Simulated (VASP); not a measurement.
Runs of VASP 6.6.1 on Se. The structure is that of space group Im-3m (No. 229), or close to it. The cells are those of the table. 

```tsv
task	cell	cutoff (eV)	gap on the mesh (eV)	pressure (GPa)
single point	a = 2.926 Å, angles 109.5°, 1 atom	520	none	0.1
relaxation of cell and atoms	relaxed to 290 GPa from a = 2.301 Å, angles 109.5°, 1 atom	600	none	290.0
single point	a = 2.305 Å, angles 109.5°, 1 atom	520	none	296.5
single point	a = 2.301 Å, angles 109.5°, 1 atom	520	none	301.7
single point	a = 2.304 Å, angles 109.5°, 1 atom	520	none	(a)
```

Alike in all rows: level PBEsol; potentials or basis VASP PAW PBE potentials, release 64 (Se); no spin polarisation; k mesh 20 × 20 × 20; smearing fermi-dirac 0.08 eV.

Question: Estimate the missing entries.

Answer: (a) 296.7.

Caveats: the PAW data sets were made with another functional, which shifts forces and pressure a little; the cell is relaxed towards a set pressure, so the enthalpy falls and the energy may rise (some runs).

A k mesh can miss the band edges, and the runs leave out spin-orbit coupling on Se.

A gap of «none» marks levels without a gap at the run's occupations.
